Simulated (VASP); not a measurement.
# Lu (P6_3/mmc) in VASP: further runs

Lu is run at these levels: PBEsol; tasks: single point, relaxation of cell and atoms.

Everything below comes from runs of VASP 6.6.1. Logs are shortened: lines on timing, memory, paths and dates and some standing lists are left out, and cuts for length are marked.

### 1 The cell of the first run

Symmetry: P6_3/mmc, No. 194, hexagonal system. The conventional cell has a = 3.441 Å, b = 3.441 Å, c = 5.358 Å, α = 90.00°, β = 90.00°, γ = 120.00°. Lu (site symmetry -6m2) has 12 Lu at 3.33 to 3.44 Å within 4.4 Å.

### 2 Single point, PBEsol

Contents of INCAR:

```
SYSTEM = Lu
PREC     = Accurate       ! precision mode
ENCUT    = 520            ! plane-wave cutoff, eV
EDIFF    = 1E-7           ! SCF threshold, eV
ISMEAR   = -1             ! smearing method
SIGMA    = 0.02           ! smearing width, eV
LREAL    = .FALSE.        ! projectors in reciprocal space
LASPH    = .TRUE.         ! aspherical terms in the spheres
NELM     = 80             ! most SCF steps
ALGO     = Normal         ! electronic algorithm
ISIF     = 2              ! what is computed and relaxed
LWAVE    = .FALSE.        ! write WAVECAR
LCHARG   = .TRUE.         ! write CHGCAR
GGA      = PS             ! functional
LELF     = .TRUE.         ! ELF
LVHAR    = .TRUE.       
NBANDS   = 32             ! bands
```

Contents of KPOINTS:

```
Automatic mesh
0
G
  7 7 4
  0 0 0
```

Contents of POSCAR:

```
Lu
1.0
    3.4405257031      0.0000000000      0.0000000000
   -1.7202628516      2.9795826613      0.0000000000
    0.0000000000      0.0000000000      5.3575066784
Lu
2
Direct
    0.3333333333      0.6666666667      0.2500000000
    0.6666666667      0.3333333333      0.7500000000
```

Potentials or basis: VASP PAW PBE potentials, release 64 (Lu).

The run is started by

```bash
cat potpaw_PBE.64/Lu/POTCAR > POTCAR
mpirun -np 1 vasp_std > vasp.out
```

OUTCAR:

```text
SYSTEM = Lu
   PREC = Accurate
   ENCUT = 520
   EDIFF = 1E-7
   ISMEAR = -1
   LREAL = .FALSE.
   LASPH = .TRUE.
   NELM = 80
   ISIF = 2
   GGA = PS

 ion  position               nearest neighbor table
   1  0.333  0.667  0.250-   2 3.33   2 3.33   2 3.33   2 3.33   2 3.33   2 3.33
   2  0.667  0.333  0.750-   1 3.33   1 3.33   1 3.33   1 3.33   1 3.33   1 3.33

  LATTYP: Found a hexagonal cell.
 ALAT       =     3.4405257031
 C/A-ratio  =     1.5571767633

  Lattice vectors:

 A1 = (   3.4405257031,   0.0000000000,   0.0000000000)
 A2 = (  -1.7202628516,   2.9795826613,   0.0000000000)
 A3 = (   0.0000000000,   0.0000000000,   5.3575066784)

Analysis of symmetry for initial positions (statically):
=====================================================================
 Subroutine PRICEL returns:
 Original cell was already a primitive cell.

 Routine SETGRP: Setting up the symmetry group for a
 hexagonal supercell.

 Subroutine GETGRP returns: Found 24 space group operations
 (whereof 12 operations were pure point group operations)
 out of a pool of 24 trial point group operations.

The static configuration has the point symmetry D_3d.
 The point group associated with its full space group is D_6h.

Analysis of symmetry for dynamics (positions and initial velocities):
=====================================================================
 Subroutine PRICEL returns:
 Original cell was already a primitive cell.

 Routine SETGRP: Setting up the symmetry group for a
 hexagonal supercell.

 Subroutine GETGRP returns: Found 24 space group operations
 (whereof 12 operations were pure point group operations)
 out of a pool of 24 trial point group operations.

The dynamic configuration has the point symmetry D_3d.
 The point group associated with its full space group is D_6h.

 Subroutine INISYM returns: Found 24 space group operations
 (whereof 12 operations are pure point group operations),
 and found     1 'primitive' translations

----------------------------------------------------------------------------------------

                                     Primitive cell

  volume of cell :      54.9216

  direct lattice vectors                    reciprocal lattice vectors
     3.440525703  0.000000000  0.000000000     0.290653257  0.167808736  0.000000000
    -1.720262852  2.979582661  0.000000000     0.000000000  0.335617472  0.000000000
     0.000000000  0.000000000  5.357506678     0.000000000  0.000000000  0.186653990

  length of vectors
     3.440525703  3.440525703  5.357506678     0.335617472  0.335617472  0.186653990

  position of ions in fractional coordinates (direct lattice)
     0.333333333  0.666666667  0.250000000
     0.666666667  0.333333333  0.750000000

  ion indices of the primitive-cell ions
   primitive index   ion index
                 1           1
                 2           2

----------------------------------------------------------------------------------------

 KPOINTS: Automatic mesh

Automatic generation of k-mesh.
 Grid dimensions read from file:
 generate k-points for:    7    7    4

 Generating k-lattice:

  Cartesian coordinates                     Fractional coordinates (reciprocal lattice)
     0.041521894  0.023972677  0.000000000     0.142857143  0.000000000  0.000000000
     0.000000000  0.047945353  0.000000000     0.000000000  0.142857143  0.000000000
     0.000000000  0.000000000  0.046663498     0.000000000  0.000000000  0.250000000

  Length of vectors
     0.047945353  0.047945353  0.046663498

  Shift w.r.t. Gamma in fractional coordinates (k-lattice)
     0.000000000  0.000000000  0.000000000

 Subroutine IBZKPT returns following result:
 ===========================================

 Found     24 irreducible k-points:

 Following reciprocal coordinates:
            Coordinates               Weight
  0.000000  0.000000  0.000000      1.000000
  0.142857 -0.000000  0.000000      6.000000
  0.285714  0.000000  0.000000      6.000000
  0.428571 -0.000000  0.000000      6.000000
  0.142857  0.142857  0.000000      6.000000
  0.285714  0.142857  0.000000     12.000000
[... 16 lines left out ...]
  0.428571  0.142857  0.500000      6.000000
  0.285714  0.285714  0.500000      6.000000
   k-points           NKPTS =     24   k-points in BZ     NKDIM =     24   number of bands    NBANDS=     32
   number of dos      NEDOS =    301   number of ions     NIONS =      2
   total plane-waves  NPLWV =  31360
   dimension x,y,z NGX =    28 NGY =   28 NGZ =   40
   dimension x,y,z NGXF=    56 NGYF=   56 NGZF=   80
   ions per type =               2
   NGX,Y,Z   is equivalent  to a cutoff of  13.53, 13.53, 12.41 a.u.
   NGXF,Y,Z  is equivalent  to a cutoff of  27.06, 27.06, 24.82 a.u.
 SYSTEM =  Lu
   PREC   = accura    normal or accurate (medium, high low for compatibility)
   ISTART =      0    job   : 0-new  1-cont  2-samecut
   ICHARG =      2    charge: 1-file 2-atom 10-const
   ISPIN  =      1    spin polarized calculation?
   LNONCOLLINEAR =      F non collinear calculations
   LSORBIT =      F    spin-orbit coupling
   LASPH  =      T    aspherical Exc in radial PAW
   ENCUT  =  520.0 eV  38.22 Ry    6.18 a.u.   6.40  6.40  9.96*2*pi/ulx,y,z
   NELM   =     80;   NELMIN=  2; NELMDL= -5     # of ELM steps
   EDIFF  = 0.1E-06   stopping-criterion for ELM
   LREAL  =      F    real-space projection
   EDIFFG = 0.1E-05   stopping-criterion for IOM
   NSW    =      0    number of steps for IOM
   IBRION =     -1    ionic relax: 0-MD 1-quasi-New 2-CG
   NFREE  =      0    steps in history (QN), initial steepest desc. (CG)
   ISIF   =      2    stress and relaxation
   ISYM   =      2    0-nonsym 1-usesym 2-fastsym
   POTIM  = 0.5000    time-step for ionic-motion
   TEBEG  =    0.0;   TEEND  =   0.0 temperature during run
   PSTRESS=    0.0 pullay stress
   NELECT =      50.0000    total number of electrons
   NUPDOWN=      -1.0000    fix difference up-down
   EMIN   =  10.00;   EMAX   =-10.00  energy-range for DOS
   EFERMI =   0.00;   METHOD = LEGACY
   ISMEAR =    -1;   SIGMA  =   0.02  broadening in eV -4-tet -1-fermi 0-gaus
   EFERMI_NEDOS =   21; number of points for ismear=-14 and -15
   IALGO  =     38    algorithm
   IMIX   =      4    mixing-type and parameters
     AMIX     =   0.40;   BMIX     =  1.00
     AMIX_MAG =   1.60;   BMIX_MAG =  1.00
  volume/ion in A,a.u.               =      27.46       185.31
  Fermi-wavevector in a.u.,A,eV,Ry     =   1.586660  2.998352 34.252526  2.517490
  Thomas-Fermi vector in A             =   2.685937
   LORBIT       =      0    0 simple, 1 ext, 2 COOP (PROOUT), +10 PAW based schemes
   GGA     = PS    functional components
   LHFCALC =     F    Hartree Fock is set to
   AEXX    =    0.0000 exact exchange contribution
   IVDW    =     0    specifies the selected vdW correction
   LEPSILON=     F    determine dielectric tensor
   LRPA    =     F    only Hartree local field effects (RPA)
 non-spin polarized calculation
  energy-cutoff  :      520.00
  volume of cell :       54.92
 maximum number of plane-waves:      1495
 NGX is ok and might be reduce to    28
   NGX = 13   NGY = 13   NGZ = 19

 number of electron      50.0000019 magnetization

 Free energy of the ion-electron system (eV)
  ---------------------------------------------------
  ext. energy  EPLUGINS =         0.00000000
  ---------------------------------------------------
  free energy    TOTEN  =        -9.91775436 eV

  energy without entropy =       -9.91418908  energy(sigma->0) =       -9.91597172

 E-fermi :   2.2944     XC(G=0): -11.0630

 val. band max:        2.2573948505   @ k =   0.4286  -0.0000   0.2500
 cond. band min:       2.2965623665   @ k =   0.2857   0.2857   0.5000
 fundamental gap:      0.0391675160
 Fermi energy:         2.2943851211

 k-point     1 :       0.0000    0.0000    0.0000
  band No.  band energies     occupation
      1     -53.7470      2.00000
      2     -53.6993      2.00000
      3     -24.7552      2.00000
      4     -24.2452      2.00000
      5     -24.2452      2.00000
      6     -24.1410      2.00000
[... 24 lines left out ...]
     31       5.8444      0.00000
     32       5.8444      0.00000

 k-point     2 :       0.1429   -0.0000    0.0000
  band No.  band energies     occupation
      1     -53.7410      2.00000
      2     -53.6975      2.00000
      3     -24.7161      2.00000
      4     -24.3206      2.00000
      5     -24.2711      2.00000
      6     -24.2203      2.00000
[... 24 lines left out ...]
     31       5.6711      0.00000
     32       5.7762      0.00000

 k-point     3 :       0.2857    0.0000    0.0000
  band No.  band energies     occupation
      1     -53.7266      2.00000
      2     -53.6944      2.00000
      3     -24.6144      2.00000
      4     -24.4912      2.00000
      5     -24.3885      2.00000
      6     -24.3256      2.00000
[... 24 lines left out ...]
     31       6.7603      0.00000
     32       7.0619      0.00000

 k-point     4 :       0.4286   -0.0000    0.0000
  band No.  band energies     occupation
      1     -53.7127      2.00000
      2     -53.6941      2.00000
      3     -24.6282      2.00000
      4     -24.5149      2.00000
      5     -24.5007      2.00000
      6     -24.3671      2.00000
[... 24 lines left out ...]
     31       8.3934      0.00000
     32       8.6364      0.00000

 k-point     5 :       0.1429    0.1429    0.0000
  band No.  band energies     occupation
      1     -53.7308      2.00000
      2     -53.6951      2.00000
      3     -24.6453      2.00000
      4     -24.4138      2.00000
      5     -24.3876      2.00000
      6     -24.2776      2.00000
[... 584 lines left out ...]
     31       7.5678      0.00000
     32       7.5678      0.00000

 k-point    22 :       0.2857    0.1429    0.5000
  band No.  band energies     occupation
      1     -53.7050      2.00000
      2     -53.7050      2.00000
      3     -24.6299      2.00000
      4     -24.6299      2.00000
      5     -24.3376      2.00000
      6     -24.3376      2.00000
[... 24 lines left out ...]
     31       8.1144      0.00000
     32       8.1144      0.00000

 k-point    23 :       0.4286    0.1429    0.5000
  band No.  band energies     occupation
      1     -53.7014      2.00000
      2     -53.7014      2.00000
      3     -24.6769      2.00000
      4     -24.6769      2.00000
      5     -24.3656      2.00000
      6     -24.3656      2.00000
[... 24 lines left out ...]
     31       8.4895      0.00000
     32       8.4895      0.00000

 k-point    24 :       0.2857    0.2857    0.5000
  band No.  band energies     occupation
      1     -53.7006      2.00000
      2     -53.7006      2.00000
      3     -24.6361      2.00000
      4     -24.6361      2.00000
      5     -24.4399      2.00000
      6     -24.4399      2.00000
[... 24 lines left out ...]
     31       8.1649      0.00000
     32       8.1649      0.00000

------------------------ aborting loop because EDIFF is reached ----------------------------------------

  FORCE on cell =-STRESS in cart. coord.  units (eV):
  Direction    XX          YY          ZZ          XY          YZ          ZX
  --------------------------------------------------------------------------------------
  -------------------------------------------------------------------------------------
  Total        0.0457008      0.0457008      0.0491775     -0.0000000      0.0000000      0.0000000
  in kB        1.3331890      1.3331890      1.4346103     -0.0000000      0.0000000      0.0000000
  external PRESSURE =       1.3669961 kB  Pullay stress =       0.0000000 kB

 VOLUME and BASIS-vectors are now :
 -----------------------------------------------------------------------------
  energy-cutoff  :      520.00
  volume of cell :       54.92
      direct lattice vectors                 reciprocal lattice vectors
     3.440525703  0.000000000  0.000000000     0.290653257  0.167808736  0.000000000
    -1.720262852  2.979582661  0.000000000     0.000000000  0.335617472  0.000000000
     0.000000000  0.000000000  5.357506678     0.000000000  0.000000000  0.186653990

 POSITION                                       TOTAL-FORCE (eV/Angst)
 -----------------------------------------------------------------------------------
     -0.00000      1.98639      1.33938         0.000000     -0.000000      0.000000
      1.72026      0.99319      4.01813        -0.000000      0.000000      0.000000
 -----------------------------------------------------------------------------------
    total drift:                               -0.000000      0.000000     -0.000000

  FREE ENERGIE OF THE ION-ELECTRON SYSTEM (eV)
  ---------------------------------------------------
  free  energy   TOTEN  =        -9.9177543599 eV

  energy  without entropy=       -9.9141890808  energy(sigma->0) =       -9.91597172
```

It took 21 s on 1 thread of Intel Xeon 6975P-C (Granite Rapids), shared host; peak memory 0.19 GiB.

What came out:

```
Free energy            : -9.9178 eV
Pressure               : 0.1 GPa
Band gap on the k mesh : zero (band 25 reaches 3.56 eV, above the bottom of band 26 at 1.70 eV)
```

Caveat: the PAW data sets were made with another functional, which shifts forces and pressure a little; spin-orbit coupling is left out, which moves the levels of the heavy elements.

### 3 Relaxation of cell and atoms, PBEsol

This run uses another cell than the first one, of 29.50 Å³/atom, 1.074 times its volume.

Contents of INCAR:

```
  ALGO = Normal
  EDIFF = 1E-6
  EDIFFG = -0.01
  ENCUT = 600
  GGA = PS
  IBRION = 2
  ISIF = 3
  ISMEAR = -1
  LASPH = True
  LCHARG = False
  LREAL = False
  LWAVE = False
  NELM = 100
  NSW = 80
  PREC = Accurate
  SIGMA = 0.02
```

Contents of KPOINTS:

```
k-points
0
Gamma
  7 7 4
```

Contents of POSCAR:

```
Lu
1.0
    3.5031000000      0.0000000000      0.0000000000
   -1.7515500000      3.0337735920      0.0000000000
    0.0000000000      0.0000000000      5.5509000000
Lu
2
Direct
    0.3333333333      0.6666666667      0.2500000000
    0.6666666667      0.3333333333      0.7500000000
```

Potentials or basis: VASP PAW PBE potentials, release 64 (Lu).

The run is started by

```bash
cat potpaw_PBE.64/Lu/POTCAR > POTCAR
mpirun -np 1 vasp_std > vasp.out
```

It took 3.9 min on 1 thread of Intel Xeon 6975P-C (Granite Rapids), shared host; peak memory 0.22 GiB.

Results (log left out):

```yaml
Free_energy: -9.9196 eV
Relaxed_volume: 27.58 Å³/atom
Relaxed_cell: a = 3.445 Å, b = 3.445 Å, c = 5.367 Å, α = 90.00°, β = 90.00°, γ = 120.00°
Space_group_after_relaxing_to_0.05_Å: P6_3/mmc (No. 194)
Energy_gained_by_relaxing: 21.2 meV/atom
Ionic_steps: 14
Pressure_after_relaxing: 0.0 GPa
Band_gap_on_the_k_mesh: zero (band 25 reaches 3.54 eV, above the bottom of band 26 at 1.68 eV)
```

Step by step:
```csv
step,energy change (eV),largest force (eV/Å),pressure (GPa),volume (Å³)
1,0.0000,0.0000,-2.93,58.99
2,-0.0409,0.0000,0.65,54.50
3,-0.0421,0.0000,0.13,55.05
4,-0.0421,0.0000,-0.02,55.13
5,-0.0424,0.0000,0.50,55.18
6,-0.0420,0.0000,0.40,55.27
7,-0.0423,0.0000,-0.35,55.23
8,-0.0424,0.0000,-0.45,55.21
9,-0.0425,0.0000,-0.19,55.20
10,-0.0425,0.0000,-0.20,55.19
11,-0.0423,0.0000,0.17,54.94
12,-0.0424,0.0000,0.13,55.07
13,-0.0425,0.0000,0.07,55.12
14,-0.0425,0.0000,0.01,55.16
```

Final structure:
```yaml
crystal:
  lattice:
    - [3.44494, 0.00000, 0.00000]
    - [-1.72247, 2.98340, 0.00000]
    - [0.00000, 0.00000, 5.36668]
  atoms:
    - { symbol: Lu, position: [0.33333, 0.66667, 0.25000] }
    - { symbol: Lu, position: [0.66667, 0.33333, 0.75000] }
```

Levels at points of the mesh, in eV from the Fermi level:
```tsv
k point	band 20	band 21	band 22	band 23	band 24	band 25	band 26	band 27	band 28	band 29
(0.00, 0.00, 0.00)	-4.74	-4.74	-4.73	-4.72	-2.49	0.90	2.21	2.21	2.70	3.00
(0.00, 0.00, 0.50)	-4.74	-4.73	-4.73	-4.39	-4.39	1.26	1.26	2.11	2.11	2.11
```

Caveat: the PAW data sets were made with another functional, which shifts forces and pressure a little; spin-orbit coupling is left out, which moves the levels of the heavy elements.
